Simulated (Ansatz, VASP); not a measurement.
## CdTe: VASP beside Ansatz

```
Cd Te
1.0
     0.00000    2.65799    2.65799
     2.65799    0.00000    2.65799
     2.65799    2.65799    0.00000
Cd Te
1 1
Direct
  0.00000 0.00000 0.00000
  0.50000 0.50000 0.50000
```

Change from the starting cell: volume scaled by 0.72, LAPW.

Alike in both runs: task single point; functional LDA; k mesh 13 × 13 × 13; occupations fermi-dirac, width 0.05 eV; no spin polarisation.

|  | VASP | Ansatz |
| --- | --- | --- |
| version | VASP 6.6.1 | Ansatz 0.2.0 |
| potentials or method | VASP PAW LDA potentials, release 64 (Cd, Te), cutoff 520 eV | all-electron LAPW, scalar-relativistic |

|  | VASP | Ansatz | Ansatz less VASP |
| --- | --- | --- | --- |
| pressure (GPa) | 47.4 | 45.7 | -1.66 |

LDA's correlation is that of Perdew and Zunger in VASP and of Perdew and Wang (1992) in Ansatz. Both programs put the cell under a high pressure, so it lies far from rest at this level. Ansatz ran all-electron here, and VASP with PAW potentials.

Neither program's run includes spin-orbit coupling.
